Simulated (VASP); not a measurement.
# CrCd3S4 (P1) in VASP: notebook

Runs on CrCd3S4. Level: PBE. Tasks: single point.

Everything below comes from runs of VASP 6.6.1. Logs are shortened: lines on timing, memory, paths and dates and some standing lists are left out, and cuts for length are marked.

## Step 1: The cell of the first run

The typed cell holds 8 atoms: a = 5.810 Å, b = 5.810 Å, c = 5.810 Å, α = 90.00°, β = 90.00°, γ = 90.00°.

## Step 2: Single point, PBE, collinear spin, ferromagnetic start

INCAR reads:

```
SYSTEM = CrCd3S4
PREC = Accurate ; ENCUT = 400
EDIFF = 1E-6 ; ISMEAR = 0
SIGMA = 0.01 ; LREAL = .FALSE.
LASPH = .TRUE. ; NELM = 200
ALGO = Normal ; ISIF = 2
LWAVE = .FALSE. ; LCHARG = .FALSE.
ISPIN = 2 ; MAGMOM = 3 0 0 0 0 0 0 0
LORBIT = 11 ; LMAXMIX = 4
GGA = PE ; NBANDS = 50
GGA_COMPAT = .FALSE.
```

KPOINTS reads:

```
regular mesh
0
G
  3 3 3
  0 0 0
```

POSCAR reads:

```
CrCd3S4
1.0
    5.8100000000      0.0000000000      0.0000000000
    0.0000000000      5.8100000000      0.0000000000
    0.0000000000      0.0000000000      5.8100000000
Cr S Cd
1 4 3
Direct
    0.9980368900      0.0065286900      0.0097648700
    0.2633747200      0.2478537400      0.2598569200
    0.2518729900      0.7390465200      0.7580656900
    0.7547382300      0.2595006400      0.7563521900
    0.7369558100      0.7482439800      0.2541840900
    0.0000249800      0.5074379500      0.4961157200
    0.4953755400      0.9921892200      0.5102339400
    0.5001506400      0.4928554600      0.9930396900
```

Potentials or basis: VASP PAW PBE potentials, release 64 (Cr_pv, S, Cd).

Started as:

```
$ cat potpaw_PBE.64/Cr_pv/POTCAR potpaw_PBE.64/S/POTCAR potpaw_PBE.64/Cd/POTCAR > POTCAR
$ mpirun -np 1 vasp_std > vasp.out
```

OUTCAR:

```text
SYSTEM = CrCd3S4
   PREC = Accurate
   ENCUT = 400
   EDIFF = 1E-6
   ISMEAR = 0
   LREAL = .FALSE.
   LASPH = .TRUE.
   NELM = 200
   ISIF = 2
   ISPIN = 2
   LORBIT = 11
   GGA = PE

 ion  position               nearest neighbor table
   1  0.998  0.007  0.010-   4 2.52   2 2.54   5 2.56   3 2.59
   2  0.263  0.248  0.260-   7 2.48   8 2.51   1 2.54   6 2.55
   3  0.252  0.739  0.758-   8 2.45   7 2.50   6 2.50   1 2.59
   4  0.755  0.260  0.756-   8 2.43   1 2.52   6 2.53   7 2.59
   5  0.737  0.748  0.254-   7 2.49   6 2.50   8 2.53   1 2.56
   6  0.000  0.507  0.496-   3 2.50   5 2.50   4 2.53   2 2.55
   7  0.495  0.992  0.510-   2 2.48   5 2.49   3 2.50   4 2.59
   8  0.500  0.493  0.993-   4 2.43   3 2.45   2 2.51   5 2.53

  LATTYP: Found a simple cubic cell.
 ALAT       =     5.8100000000

  Lattice vectors:

 A1 = (   5.8100000000,   0.0000000000,   0.0000000000)
 A2 = (   0.0000000000,   5.8100000000,   0.0000000000)
 A3 = (   0.0000000000,   0.0000000000,   5.8100000000)

Analysis of symmetry for initial positions (statically):
=====================================================================
 Subroutine PRICEL returns:
 Original cell was already a primitive cell.

 Routine SETGRP: Setting up the symmetry group for a
 simple cubic supercell.

 Subroutine GETGRP returns: Found  1 space group operations
 (whereof  1 operations were pure point group operations)
 out of a pool of 48 trial point group operations.

The static configuration has the point symmetry C_1 .

Analysis of symmetry for dynamics (positions and initial velocities):
=====================================================================
 Subroutine PRICEL returns:
 Original cell was already a primitive cell.

 Routine SETGRP: Setting up the symmetry group for a
 simple cubic supercell.

 Subroutine GETGRP returns: Found  1 space group operations
 (whereof  1 operations were pure point group operations)
 out of a pool of 48 trial point group operations.

The dynamic configuration has the point symmetry C_1 .

Analysis of structural, dynamic, and magnetic symmetry:
=====================================================================
 Subroutine PRICEL returns:
 Original cell was already a primitive cell.

 Routine SETGRP: Setting up the symmetry group for a
 simple cubic supercell.

 Subroutine GETGRP returns: Found  1 space group operations
 (whereof  1 operations were pure point group operations)
 out of a pool of 48 trial point group operations.

The overall configuration has the point symmetry C_1 .

 Subroutine INISYM returns: Found  1 space group operations
 (whereof  1 operations are pure point group operations),
 and found     1 'primitive' translations

----------------------------------------------------------------------------------------

                                     Primitive cell

  volume of cell :     196.1229

  direct lattice vectors                    reciprocal lattice vectors
     5.810000000  0.000000000  0.000000000     0.172117040  0.000000000  0.000000000
     0.000000000  5.810000000  0.000000000     0.000000000  0.172117040  0.000000000
     0.000000000  0.000000000  5.810000000     0.000000000  0.000000000  0.172117040

  length of vectors
     5.810000000  5.810000000  5.810000000     0.172117040  0.172117040  0.172117040

  position of ions in fractional coordinates (direct lattice)
     0.998036890  0.006528690  0.009764870
     0.263374720  0.247853740  0.259856920
     0.251872990  0.739046520  0.758065690
     0.754738230  0.259500640  0.756352190
     0.736955810  0.748243980  0.254184090
     0.000024980  0.507437950  0.496115720
     0.495375540  0.992189220  0.510233940
     0.500150640  0.492855460  0.993039690

  ion indices of the primitive-cell ions
   primitive index   ion index
                 1           1
                 2           2
                 3           3
                 4           4
                 5           5
                 6           6
                 7           7
                 8           8

----------------------------------------------------------------------------------------

 KPOINTS: regular mesh

Automatic generation of k-mesh.
 Grid dimensions read from file:
 generate k-points for:    3    3    3

 Generating k-lattice:

  Cartesian coordinates                     Fractional coordinates (reciprocal lattice)
     0.057372347  0.000000000  0.000000000     0.333333333  0.000000000  0.000000000
     0.000000000  0.057372347  0.000000000     0.000000000  0.333333333  0.000000000
[... 41 lines left out ...]
   ISPIN  =      2    spin polarized calculation?
   LNONCOLLINEAR =      F non collinear calculations
   LSORBIT =      F    spin-orbit coupling
   LASPH  =      T    aspherical Exc in radial PAW
   ENCUT  =  400.0 eV  29.40 Ry    5.42 a.u.   9.47  9.47  9.47*2*pi/ulx,y,z
   NELM   =    200;   NELMIN=  2; NELMDL= -5     # of ELM steps
   EDIFF  = 0.1E-05   stopping-criterion for ELM
   LREAL  =      F    real-space projection
   EDIFFG = 0.1E-04   stopping-criterion for IOM
   NSW    =      0    number of steps for IOM
   IBRION =     -1    ionic relax: 0-MD 1-quasi-New 2-CG
   NFREE  =      0    steps in history (QN), initial steepest desc. (CG)
   ISIF   =      2    stress and relaxation
   ISYM   =      2    0-nonsym 1-usesym 2-fastsym
   POTIM  = 0.5000    time-step for ionic-motion
   TEBEG  =    0.0;   TEEND  =   0.0 temperature during run
   PSTRESS=    0.0 pullay stress
   NELECT =      72.0000    total number of electrons
   NUPDOWN=      -1.0000    fix difference up-down
   EMIN   =  10.00;   EMAX   =-10.00  energy-range for DOS
   EFERMI =   0.00;   METHOD = LEGACY
   ISMEAR =     0;   SIGMA  =   0.01  broadening in eV -4-tet -1-fermi 0-gaus
   EFERMI_NEDOS =   21; number of points for ismear=-14 and -15
   IALGO  =     38    algorithm
   IMIX   =      4    mixing-type and parameters
     AMIX     =   0.40;   BMIX     =  1.00
     AMIX_MAG =   1.60;   BMIX_MAG =  1.00
  volume/ion in A,a.u.               =      24.52       165.44
  Fermi-wavevector in a.u.,A,eV,Ry     =   1.172221  2.215177 18.695797  1.374102
  Thomas-Fermi vector in A             =   2.308653
   LORBIT       =     11    0 simple, 1 ext, 2 COOP (PROOUT), +10 PAW based schemes
   GGA     = PE    functional components
   LHFCALC =     F    Hartree Fock is set to
   AEXX    =    0.0000 exact exchange contribution
   IVDW    =     0    specifies the selected vdW correction
   LEPSILON=     F    determine dielectric tensor
   LRPA    =     F    only Hartree local field effects (RPA)
 spin polarized calculation
 Gauss-broadening in eV      SIGMA  =   0.01
  energy-cutoff  :      400.00
  volume of cell :      196.12
 maximum number of plane-waves:      3575
 NGX is ok and might be reduce to    40
   NGX = 19   NGY = 19   NGZ = 19

 number of electron      72.0000018 magnetization       3.9999852

 Free energy of the ion-electron system (eV)
  ---------------------------------------------------
  ext. energy  EPLUGINS =         0.00000000
  ---------------------------------------------------
  free energy    TOTEN  =       -31.82729403 eV

  energy without entropy =      -31.82652560  energy(sigma->0) =      -31.82690982

 E-fermi :   2.6864     XC(G=0):  -9.1252

 val. band max:        2.6840612803   @ k =   0.3333   0.3333   0.3333
 cond. band min:       2.6887120458   @ k =  -0.3333  -0.3333   0.3333
 fundamental gap:      0.0046507656
 Fermi energy:         2.6864287262

 spin component 1

 k-point     1 :       0.0000    0.0000    0.0000
  band No.  band energies     occupation
      1     -41.3153      1.00000
      2     -41.2919      1.00000
      3     -41.2585      1.00000
      4     -10.6997      1.00000
      5     -10.1434      1.00000
      6     -10.0931      1.00000
[... 703 lines left out ...]
     47       8.5673      0.00000
     48       8.8725      0.00000
 Fermi energy:         2.6864287262

 spin component 2

 k-point     1 :       0.0000    0.0000    0.0000
  band No.  band energies     occupation
      1     -37.6495      1.00000
      2     -37.5927      1.00000
      3     -37.4984      1.00000
      4     -10.7098      1.00000
      5     -10.1658      1.00000
      6     -10.1227      1.00000
[... 703 lines left out ...]
     47       8.8737      0.00000
     48       9.1264      0.00000
 [bands above 48 left out]

------------------------ aborting loop because EDIFF is reached ----------------------------------------

  FORCE on cell =-STRESS in cart. coord.  units (eV):
  Direction    XX          YY          ZZ          XY          YZ          ZX
  --------------------------------------------------------------------------------------
  -------------------------------------------------------------------------------------
  Total        1.4686003      1.3736277      1.3965682     -1.1048509     -0.3395823     -0.2450930
  in kB       11.9973629     11.2215080     11.4089149     -9.0258033     -2.7741330     -2.0022258
  external PRESSURE =      11.5425953 kB  Pullay stress =       0.0000000 kB

 VOLUME and BASIS-vectors are now :
 -----------------------------------------------------------------------------
  energy-cutoff  :      400.00
  volume of cell :      196.12
      direct lattice vectors                 reciprocal lattice vectors
     5.810000000  0.000000000  0.000000000     0.172117040  0.000000000  0.000000000
     0.000000000  5.810000000  0.000000000     0.000000000  0.172117040  0.000000000
     0.000000000  0.000000000  5.810000000     0.000000000  0.000000000  0.172117040

 POSITION                                       TOTAL-FORCE (eV/Angst)
 -----------------------------------------------------------------------------------
      5.79859      0.03793      0.05673         0.040984     -0.091354      0.019318
      1.53021      1.44003      1.50977        -0.995067     -0.379831     -0.625530
      1.46338      4.29386      4.40436        -0.859487      0.983983      0.472828
      4.38503      1.50770      4.39441         0.710479     -1.144157      0.158928
      4.28171      4.34730      1.47681         0.860669      0.578854     -0.652104
      0.00015      2.94821      2.88243         0.033416     -0.147203     -0.121724
      2.87813      5.76462      2.96446         0.228327      0.161859      0.296555
      2.90588      2.86349      5.76956        -0.019321      0.037850      0.451729
 -----------------------------------------------------------------------------------
    total drift:                               -0.001363     -0.000224     -0.002664

  FREE ENERGIE OF THE ION-ELECTRON SYSTEM (eV)
  ---------------------------------------------------
  free  energy   TOTEN  =       -31.8272940288 eV

  energy  without entropy=      -31.8265256029  energy(sigma->0) =      -31.82690982

 total charge

# of ion       s       p       d       tot
------------------------------------------
    1        0.215   6.138   4.060  10.413
    2        1.324   2.395   0.000   3.719
    3        1.323   2.402   0.000   3.725
    4        1.324   2.398   0.000   3.721
    5        1.324   2.396   0.000   3.719
    6        0.430   0.330   9.558  10.318
    7        0.432   0.336   9.558  10.327
    8        0.440   0.360   9.559  10.359
--------------------------------------------------
tot          6.810  16.756  32.735  56.301

 magnetization (x)

# of ion       s       p       d       tot
------------------------------------------
    1        0.040   0.033   3.588   3.661
    2        0.001  -0.044   0.000  -0.043
    3        0.002  -0.033   0.000  -0.031
    4        0.001  -0.044   0.000  -0.043
    5        0.001  -0.040   0.000  -0.039
    6        0.010   0.005  -0.001   0.014
    7        0.010   0.005  -0.001   0.014
    8        0.010   0.005  -0.001   0.014
--------------------------------------------------
tot          0.073  -0.112   3.585   3.545
```

It took 5.1 min on 1 thread of Intel Xeon Platinum 8259CL at 2.50GHz (Skylake/Cascade Lake), shared host; peak memory 0.37 GiB.

Results:

```yaml
Free_energy: -31.8273 eV
Pressure: 1.2 GPa
Largest_force: 1.389 eV/Å
Band_gap_on_the_k_mesh: zero (filled and empty bands overlap)
Net_moment: 4.00 μB per cell
Site_moments: Cr +3.66; S -0.04, -0.03 (each value once); Cd +0.01 μB
Valence_electrons_inside_the_program's_atomic_spheres: Cr 10.41; S 3.72, 3.73 (each value once); Cd 10.32, 10.33, 10.36
```

Forces in eV/Å, atoms in the order of the input:
```
Cr   0.041 -0.091  0.019
S   -0.995 -0.380 -0.626
S   -0.859  0.984  0.473
S    0.710 -1.144  0.159
S    0.861  0.579 -0.652
Cd   0.033 -0.147 -0.122
Cd   0.228  0.162  0.297
Cd  -0.019  0.038  0.452
```

Caveat: the k points lie up to 0.36 Å⁻¹ apart; a cell with one magnetic atom can't hold antiferromagnetic order, which such compounds often take; forces of over 1 eV/Å act on the atoms, so gaps and moduli don't describe the material at rest.

## Step 3: Single point, PBE, collinear spin, ferromagnetic start

INCAR reads:

```
PREC = Accurate ; ENCUT = 400
EDIFF = 1E-6 ; ISMEAR = 0
SIGMA = 0.01 ; LREAL = F
LASPH = T ; NELM = 200
ALGO = Normal ; ISIF = 2
LWAVE = F ; LCHARG = F
ISPIN = 2 ; MAGMOM = 0.3 0 0 0 0 0 0 0
LORBIT = 11 ; LMAXMIX = 4
GGA = PE ; NBANDS = 50
GGA_COMPAT = F
```

KPOINTS reads:

```
regular mesh
0
Gamma
  3 3 3
```

POSCAR is that of step 2.

Potentials or basis: VASP PAW PBE potentials, release 64 (Cr_pv, S, Cd).

Started as:

```
$ cat potpaw_PBE.64/Cr_pv/POTCAR potpaw_PBE.64/S/POTCAR potpaw_PBE.64/Cd/POTCAR > POTCAR
$ mpirun -np 1 vasp_std > vasp.out
```

Run time: 5 min. Hardware: 1 thread of Intel Xeon Platinum 8259CL at 2.50GHz (Skylake/Cascade Lake), shared host; peak memory 0.36 GiB.

Results (log left out):

| Property | Result |
| --- | --- |
| Free energy | -31.8273 eV |
| Pressure | 1.2 GPa |
| Largest force | 1.390 eV/Å |
| Band gap on the k mesh | zero (filled and empty bands overlap) |
| Net moment | 4.00 μB per cell |
| Site moments | Cr +3.66; S -0.04, -0.03 (each value once); Cd +0.01 μB |
| Valence electrons inside the program's atomic spheres | Cr 10.41; S 3.72, 3.73 (each value once); Cd 10.32, 10.33, 10.36 |

Forces in eV/Å, atoms in the order of the input:
```
Cr   0.041 -0.091  0.019
S   -0.995 -0.380 -0.626
S   -0.860  0.984  0.473
S    0.711 -1.144  0.159
S    0.861  0.579 -0.652
Cd   0.033 -0.147 -0.122
Cd   0.228  0.162  0.297
Cd  -0.019  0.038  0.452
```

Stress tensor (GPa, compression positive):
```
 1.20 -0.90 -0.20
-0.90  1.13 -0.28
-0.20 -0.28  1.14
```

Levels at points of the mesh, in eV from the Fermi level:
Spin up:
```
           k point  band 36  band 37  band 38  band 39  band 40  band 41
(0.00, 0.00, 0.00)    -1.09     0.15     0.15     0.21     0.39     2.76
```
Spin down:
```tsv
k point	band 32	band 33	band 34	band 35	band 36	band 37
(0.00, 0.00, 0.00)	-1.49	-1.45	-1.44	0.56	1.81	1.88
```

Caveat: the k points lie up to 0.36 Å⁻¹ apart; a cell with one magnetic atom can't hold antiferromagnetic order, which such compounds often take; forces of over 1 eV/Å act on the atoms, so gaps and moduli don't describe the material at rest. With open d or f shells a metallic result of PBE can be an artefact of self-interaction; +U or a hybrid may open a gap.
